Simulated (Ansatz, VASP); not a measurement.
**One calculation of TaN, two programs**

```xyz
6
Lattice="5.1910 0.0000 0.0000 -2.5955 4.4955 0.0000 0.0000 0.0000 2.9080" Properties=species:S:1:pos:R:3 pbc="T T T"
Ta    2.5955    1.4985    1.4540
Ta    0.0000    2.9970    1.4540
Ta    0.0000    0.0000    0.0000
N    -1.2977    2.2478    0.0000
N     1.2977    2.2478    0.0000
N     2.5955    0.0000    0.0000
```

Alike in both runs: functional RPBE; k mesh 6 × 6 × 9; occupations fermi-dirac, width 0.05 eV; no spin polarisation.

|  | VASP | Ansatz |
| --- | --- | --- |
| version | VASP 6.6.1 | Ansatz 0.2.0 |
| potentials or method | VASP PAW PBE potentials, release 64 (Ta_sv_GW, N) | Ansatz PAW |
| plane-wave cutoff (eV) | 700 | 420 |
| valence electrons in the cell | 54 | 54 |
| task | single point | band structure |

```csv
,VASP,Ansatz,Ansatz less VASP
gap on the k mesh at the Fermi level (eV),none,none,-
pressure (GPa),14.2,14.1,-0.10
"traceless stress, the component that is largest in VASP (GPa)",2.19,2.06,-0.125
```

VASP's potentials were made for PBE, not for RPBE. A gap of «none» marks a metal or a gap that the smearing closes. The functional is the same, so the differences come from potentials, cutoffs and numerics.

Spin-orbit coupling is off throughout.
